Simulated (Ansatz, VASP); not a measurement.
## One calculation of C, two programs

Contents of INCAR:

```
PREC = Accurate ; ENCUT = 520
EDIFF = 1E-6 ; ISMEAR = 0
SIGMA = 0.1 ; LREAL = False
LASPH = True ; NELM = 120
ALGO = Normal ; ISIF = 2
LWAVE = False ; LCHARG = False
LDIPOL = True ; IDIPOL = 3
DIPOL = 0.5 0.5 0.500 ; NBANDS = 11
GGA_COMPAT = False ; NELMDL = -8
```

Contents of KPOINTS:

```
Automatic mesh
0
Gamma
  21 21 1
```

The input POSCAR:

```
C
1.0
    2.2000000000      0.0000000000      0.0000000000
   -1.1000000000      1.9052558883      0.0000000000
    0.0000000000      0.0000000000     28.0000000000
C
2
Direct
    0.3333333333      0.6666666667      0.5025535714
    0.6666666667      0.3333333333      0.4974464286
```

Input for Ansatz:

```yaml
crystal:
  lattice:
    - [2.2, 0.0, 0.0]
    - [-1.1, 1.9052558883, 0.0]
    - [0.0, 0.0, 28.0]
  atoms:
    - { symbol: C, position: [0.3333333333, 0.6666666667, 0.5025535714] }
    - { symbol: C, position: [0.6666666667, 0.3333333333, 0.4974464286] }
  periodic: [true, true, false]
basis:
  ecutwfc: 420
kpoints:
  mp_grid: { grid: [21, 21, 1] }
hamiltonian:
  xc: lda
scf:
  occupations: { method: gaussian, width: 0.1 }
output:
  forces: true
  stress: true
  eigenvalues: true
```

Alike in both runs: task single point; functional LDA; k mesh 21 × 21 × 1; occupations gaussian, width 0.1 eV; no spin polarisation.

```csv
,VASP,Ansatz
version,VASP 6.6.1,Ansatz 0.2.0
potentials or method,"VASP PAW LDA potentials, release 64 (C), cutoff 520 eV","scalar-relativistic, plane waves, PAW"
valence electrons in the cell,8,8
```

```csv
,VASP,Ansatz,Ansatz less VASP
gap on the k mesh at the Fermi level (eV),none,none,-
rms of the force components (eV/Å),1.052,1.054,+0.0025
```

LDA's correlation is that of Perdew and Zunger in VASP and of Perdew and Wang (1992) in Ansatz. Atom by atom the forces differ by 0.002 eV/Å (rms over components). A gap of «none» marks a metal or a gap that the smearing closes.
